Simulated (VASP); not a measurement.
# Mn (Im-3m) in VASP: notebook

Mn is run at these levels: PBE; tasks: single point.

Everything below comes from runs of VASP 6.6.1. Logs are shortened: lines on timing, memory, paths and dates and some standing lists are left out, and cuts for length are marked.

## (1) The cell of the first run

The structure is cubic, space group Im-3m (No. 229). The conventional cell has a = 2.796 Å, b = 2.796 Å, c = 2.796 Å, α = 90.00°, β = 90.00°, γ = 90.00°. Within 3.2 Å of Mn (site symmetry m-3m) lie 14 Mn at 2.42 to 2.80 Å.

This isn't the form of Mn at room conditions, which is a 58-atom cubic cell.

## (2) Single point, PBE, collinear spin, antiferromagnetic start

INCAR reads:

```
SYSTEM = Mn
PREC = Accurate
ENCUT = 520
EDIFF = 1E-6
ISMEAR = 0
SIGMA = 0.05
LREAL = .False.
LASPH = .True.
NELM = 150
ALGO = Normal
ISIF = 2
LWAVE = .False.
LCHARG = .True.
ISPIN = 2
MAGMOM = 3.5 -3.5
LORBIT = 11
LMAXMIX = 4
GGA = PE
LELF = .True.
LVHAR = .True.
NBANDS = 24
```

KPOINTS reads:

```
Automatic mesh
0
Gamma
  20 20 10
  0 0 0
```

POSCAR reads:

```
Mn
1.0
    0.0000000000      2.7964884608      0.0000000000
    2.7964884608      0.0000000000      0.0000000000
    2.7964884608      2.7964884608     -2.7964884608
Mn
2
Direct
    0.0000000000      0.0000000000      0.0000000000
    0.0000000000      0.0000000000      0.5000000000
```

Potentials or basis: VASP PAW PBE potentials, release 64 (Mn_pv).

Launch:

```sh
$ cat potpaw_PBE.64/Mn_pv/POTCAR > POTCAR
$ mpirun -np 1 vasp_std > vasp.out
```

OUTCAR:

```text
SYSTEM = Mn
   PREC = Accurate
   ENCUT = 520
   EDIFF = 1E-6
   ISMEAR = 0
   LREAL = .False.
   LASPH = .True.
   NELM = 150
   ISIF = 2
   ISPIN = 2
   LORBIT = 11
   GGA = PE

 ion  position               nearest neighbor table
   1  0.000  0.000  0.000-   2 2.42   2 2.42   2 2.42   2 2.42   2 2.42   2 2.42   2 2.42   2 2.42

   2  0.000  0.000  0.500-   1 2.42   1 2.42   1 2.42   1 2.42   1 2.42   1 2.42   1 2.42   1 2.42

  LATTYP: Found a simple cubic cell.
 ALAT       =     2.7964884608

  Lattice vectors:

 A1 = (   0.0000000000,   2.7964884608,   0.0000000000)
 A2 = (   2.7964884608,   0.0000000000,   0.0000000000)
 A3 = (   0.0000000000,   0.0000000000,  -2.7964884608)

Analysis of symmetry for initial positions (statically):
=====================================================================
 Subroutine PRICEL returns following result:

  LATTYP: Found a body centered cubic cell.
 ALAT       =     2.7964884608
[... 12 lines left out ...]
 Subroutine GETGRP returns: Found 48 space group operations
 (whereof 48 operations were pure point group operations)
 out of a pool of 48 trial point group operations.

The static configuration has the point symmetry O_h .

Analysis of symmetry for dynamics (positions and initial velocities):
=====================================================================
 Subroutine PRICEL returns following result:

  LATTYP: Found a body centered cubic cell.
 ALAT       =     2.7964884608
[... 12 lines left out ...]
 Subroutine GETGRP returns: Found 48 space group operations
 (whereof 48 operations were pure point group operations)
 out of a pool of 48 trial point group operations.

The dynamic configuration has the point symmetry O_h .

Analysis of structural, dynamic, and magnetic symmetry:
=====================================================================
 Subroutine PRICEL returns following result:

  LATTYP: Found a body centered cubic cell.
 ALAT       =     2.7964884608
[... 12 lines left out ...]
 Subroutine GETGRP returns: Found 48 space group operations
 (whereof 48 operations were pure point group operations)
 out of a pool of 48 trial point group operations.

The overall configuration has the point symmetry O_h .

 Subroutine INISYM returns: Found 48 space group operations
 (whereof 48 operations are pure point group operations),
 and found     2 'primitive' translations

----------------------------------------------------------------------------------------

                                     Primitive cell

  volume of cell :      10.9348

  direct lattice vectors                    reciprocal lattice vectors
    -1.398244230 -1.398244230 -1.398244230    -0.357591320  0.000000000 -0.357591320
    -1.398244230  1.398244230  1.398244230    -0.357591320  0.357591320 -0.000000000
[... 111 lines left out ...]
   IVDW    =     0    specifies the selected vdW correction
   LEPSILON=     F    determine dielectric tensor
   LRPA    =     F    only Hartree local field effects (RPA)
 spin polarized calculation
 Gauss-broadening in eV      SIGMA  =   0.05
  energy-cutoff  :      520.00
  volume of cell :       21.87
 maximum number of plane-waves:       624
 NGX is ok and might be reduce to    24

 number of electron      26.0000011 magnetization      -0.0000000

 number of electron      26.0000011 magnetization       0.0000000

 Free energy of the ion-electron system (eV)
  ---------------------------------------------------
  ext. energy  EPLUGINS =         0.00000000
  ---------------------------------------------------
  free energy    TOTEN  =       -17.67657542 eV

  energy without entropy =      -17.67080965  energy(sigma->0) =      -17.67369253

 E-fermi :  10.5920     XC(G=0): -13.9205

 val. band max:       10.5881670729   @ k =   0.0000   0.0000   0.3000
 cond. band min:      10.5921001707   @ k =   0.2000   0.1000  -0.0000
 fundamental gap:      0.0039330978
 Fermi energy:        10.5919810391

 spin component 1

 k-point     1 :       0.0000    0.0000    0.0000
  band No.  band energies     occupation
      1     -37.9345      1.00000
      2     -37.9345      1.00000
      3     -37.9345      1.00000
      4     -37.4319      1.00000
      5     -37.4319      1.00000
      6     -37.4319      1.00000
[... 637 lines left out ...]
     23      30.9025      0.00000
     24      33.4088      0.00000

 [... further k-points ...]

 spin component 2

 k-point     1 :       0.0000    0.0000    0.0000
  band No.  band energies     occupation
      1     -37.9345      1.00000
      2     -37.9345      1.00000
      3     -37.9345      1.00000
      4     -37.4319      1.00000
      5     -37.4319      1.00000
      6     -37.4319      1.00000
[... 637 lines left out ...]
     23      30.9025      0.00000
     24      33.4088      0.00000

 [... further k-points ...]

------------------------ aborting loop because EDIFF is reached ----------------------------------------

  FORCE on cell =-STRESS in cart. coord.  units (eV):
  Direction    XX          YY          ZZ          XY          YZ          ZX
  --------------------------------------------------------------------------------------
  -------------------------------------------------------------------------------------
  Total       -0.5595991     -0.5595991     -0.5595991     -0.0000000     -0.0000000      0.0000000
  in kB      -40.9966590    -40.9966590    -40.9966590     -0.0000000     -0.0000000      0.0000000
  external PRESSURE =     -40.9966590 kB  Pullay stress =       0.0000000 kB

 VOLUME and BASIS-vectors are now :
 -----------------------------------------------------------------------------
  energy-cutoff  :      520.00
  volume of cell :       21.87
      direct lattice vectors                 reciprocal lattice vectors
     0.000000000  2.796488461  0.000000000     0.000000000  0.357591320  0.357591320
     2.796488461  0.000000000  0.000000000     0.357591320  0.000000000  0.357591320
     2.796488461  2.796488461 -2.796488461     0.000000000  0.000000000 -0.357591320

 POSITION                                       TOTAL-FORCE (eV/Angst)
 -----------------------------------------------------------------------------------
      0.00000      0.00000      0.00000        -0.000000      0.000000      0.000000
      1.39824      1.39824     -1.39824         0.000000     -0.000000     -0.000000
 -----------------------------------------------------------------------------------
    total drift:                                0.000000      0.000000     -0.000000

  FREE ENERGIE OF THE ION-ELECTRON SYSTEM (eV)
  ---------------------------------------------------
  free  energy   TOTEN  =       -17.6765754210 eV

  energy  without entropy=      -17.6708096478  energy(sigma->0) =      -17.67369253

 total charge

# of ion       s       p       d       tot
------------------------------------------
    1        0.411   6.399   5.127  11.937
    2        0.411   6.399   5.127  11.937
--------------------------------------------------
tot          0.821  12.799  10.255  23.875

 magnetization (x)

# of ion       s       p       d       tot
------------------------------------------
    1       -0.000  -0.000  -0.001  -0.001
    2        0.000   0.000   0.001   0.001
--------------------------------------------------
tot          0.000   0.000   0.000   0.000
```

Run time: 11 min. Hardware: 1 thread of Intel Xeon 8259CL, shared host; peak memory 0.26 GiB.

Results:

```yaml
Free_energy: -17.6766 eV
Pressure: -4.1 GPa
Band_gap_on_the_k_mesh: zero (filled and empty bands overlap)
Net_moment: 0.00 μB per cell
Valence_electrons_inside_the_program's_atomic_spheres: Mn 11.94
```

Caveat: the cell stands under tension.

## (3) Single point, PBE

This run uses another cell than the first one: it holds 1 atom, not 2.

INCAR reads:

```
  ALGO = Normal
  EDIFF = 1E-7
  ENCUT = 520
  GGA = PE
  ISIF = 2
  ISMEAR = 0
  LASPH = True
  LCHARG = False
  LREAL = False
  LWAVE = False
  NBANDS = 12
  NELM = 100
  PREC = Accurate
  SIGMA = 0.05
```

KPOINTS reads:

```
k-points
0
Gamma
  20 20 20
```

POSCAR reads:

```
Mn
1.0
   -1.3982442304      1.3982442304      1.3982442304
    1.3982442304     -1.3982442304      1.3982442304
    1.3982442304      1.3982442304     -1.3982442304
Mn
1
Direct
    0.0000000000      0.0000000000      0.0000000000
```

Potentials or basis: VASP PAW PBE potentials, release 64 (Mn_pv).

Launch:

```sh
$ cat potpaw_PBE.64/Mn_pv/POTCAR > POTCAR
$ mpirun -np 1 vasp_std > vasp.out
```

OUTCAR:

```text
EDIFF = 1E-7
   ENCUT = 520
   GGA = PE
   ISIF = 2
   ISMEAR = 0
   LASPH = True
   LREAL = False
   NELM = 100
   PREC = Accurate

 ion  position               nearest neighbor table
   1  0.000  0.000  0.000-

  LATTYP: Found a body centered cubic cell.
 ALAT       =     2.7964884608

  Lattice vectors:

 A1 = (  -1.3982442304,   1.3982442304,   1.3982442304)
 A2 = (   1.3982442304,  -1.3982442304,   1.3982442304)
 A3 = (   1.3982442304,   1.3982442304,  -1.3982442304)

Analysis of symmetry for initial positions (statically):
=====================================================================
 Subroutine PRICEL returns:
 Original cell was already a primitive cell.

 Routine SETGRP: Setting up the symmetry group for a
 body centered cubic supercell.

 Subroutine GETGRP returns: Found 48 space group operations
 (whereof 48 operations were pure point group operations)
 out of a pool of 48 trial point group operations.

The static configuration has the point symmetry O_h .

[... 166 lines left out ...]
  band No.  band energies     occupation
      1     -37.4317      2.00000
      2     -37.4317      2.00000
      3     -37.4317      2.00000
      4       2.0231      2.00000
      5       9.0217      2.00000
      6       9.0217      2.00000
      7       9.0217      2.00000
      8      10.9128      0.00000
      9      10.9128      0.00000
     10      34.1773      0.00000
     11      34.1773      0.00000
     12      34.1773      0.00000
[... 331 lines left out ...]
 k-point    24 :       0.2500    0.1000   -0.0000
  band No.  band energies     occupation
      1     -37.9164      2.00000
      2     -37.5907      2.00000
      3     -37.4581      2.00000
      4       5.3298      2.00000
      5       8.0693      2.00000
      6       8.5651      2.00000
      7      10.5734      1.40523
      8      11.1564      0.00000
      9      11.5051      0.00000
     10      25.4086      0.00000
     11      29.1645      0.00000
     12      33.4088      0.00000

 [... further k-points ...]

------------------------ aborting loop because EDIFF is reached ----------------------------------------

  FORCE on cell =-STRESS in cart. coord.  units (eV):
  Direction    XX          YY          ZZ          XY          YZ          ZX
  --------------------------------------------------------------------------------------
  -------------------------------------------------------------------------------------
  Total       -0.2852850     -0.2852850     -0.2852850     -0.0000000     -0.0000000     -0.0000000
  in kB      -41.8003959    -41.8003959    -41.8003959     -0.0000000     -0.0000000     -0.0000000
  external PRESSURE =     -41.8003959 kB  Pullay stress =       0.0000000 kB

 VOLUME and BASIS-vectors are now :
 -----------------------------------------------------------------------------
  energy-cutoff  :      520.00
  volume of cell :       10.93
      direct lattice vectors                 reciprocal lattice vectors
    -1.398244230  1.398244230  1.398244230     0.000000000  0.357591320  0.357591320
     1.398244230 -1.398244230  1.398244230     0.357591320  0.000000000  0.357591320
     1.398244230  1.398244230 -1.398244230     0.357591320  0.357591320  0.000000000

 POSITION                                       TOTAL-FORCE (eV/Angst)
 -----------------------------------------------------------------------------------
      0.00000      0.00000      0.00000        -0.000000     -0.000000      0.000000
 -----------------------------------------------------------------------------------
    total drift:                                0.000000     -0.000000      0.000000

  FREE ENERGIE OF THE ION-ELECTRON SYSTEM (eV)
  ---------------------------------------------------
  free  energy   TOTEN  =        -8.8382834317 eV

  energy  without entropy=       -8.8354008267  energy(sigma->0) =       -8.83684213
```

OSZICAR:

```text
N       E                     dE             d eps       ncg     rms          rms(c)
DAV:   1     0.785057115323E+02    0.78506E+02   -0.77981E+03  6272   0.139E+03
DAV:   2    -0.916167638793E+01   -0.87667E+02   -0.84225E+02  6272   0.315E+02
DAV:   3    -0.105270915404E+02   -0.13654E+01   -0.13609E+01  6648   0.461E+01
DAV:   4    -0.105353615997E+02   -0.82701E-02   -0.82698E-02  6684   0.349E+00
DAV:   5    -0.105354703681E+02   -0.10877E-03   -0.10877E-03  6592   0.398E-01    0.132E+01
DAV:   6    -0.889585185244E+01    0.16396E+01   -0.46671E+00  6272   0.428E+01    0.188E+00
DAV:   7    -0.884965226369E+01    0.46200E-01   -0.16481E-01  6400   0.750E+00    0.921E-01
DAV:   8    -0.883876467153E+01    0.10888E-01   -0.49607E-03  6712   0.118E+00    0.237E-01
DAV:   9    -0.883829403780E+01    0.47063E-03   -0.15828E-03  6296   0.740E-01    0.290E-02
DAV:  10    -0.883828704428E+01    0.69935E-05   -0.15786E-05  6600   0.531E-02    0.676E-03
DAV:  11    -0.883828291414E+01    0.41301E-05   -0.22199E-07  6656   0.600E-03    0.733E-04
DAV:  12    -0.883828339360E+01   -0.47946E-06   -0.16331E-08  3440   0.194E-03    0.265E-04
DAV:  13    -0.883828343173E+01   -0.38127E-07   -0.10575E-09  3116   0.425E-04
   1 F= -.88382834E+01 E0= -.88368421E+01  d E =-.288261E-02
```

stdout:

```text
POSCAR found type information on POSCAR Mn
 POSCAR found :  1 types and       1 ions
 scaLAPACK will be used
 LDA part: xc-table for (Slater+PW92), standard interpolation
 POSCAR, INCAR and KPOINTS ok, starting setup
 FFT: planning ... GRIDC
 FFT: planning ... GRID_SOFT
 FFT: planning ... GRID
 WAVECAR not read
 entering main loop
```

Wall time 14 s (1 thread of AMD EPYC 9R45 (Zen 5), shared host); peak memory 0.11 GiB.

Results:

| Property | Result |
| --- | --- |
| Free energy | -8.8383 eV |
| Pressure | -4.2 GPa |
| Band gap on the k mesh | zero (an odd number of electrons rules out a gap without spin polarisation) |

Levels at points of the mesh, in eV from the Fermi level:
```tsv
k point	band 4	band 5	band 6	band 7	band 8	band 9
(0.00, 0.00, 0.00)	-8.57	-1.57	-1.57	-1.57	0.32	0.32
(0.50, 0.00, 0.00)	-4.87	-2.99	0.31	0.61	0.63	1.86
(0.50, 0.50, 0.50)	-4.69	-4.69	1.51	1.51	1.51	10.46
```

Caveat: the cell stands under tension; the run has no spin polarisation, though such a crystal can be magnetic. Spin polarisation is off, so any magnetic state and its effect on volume and gap are missing.
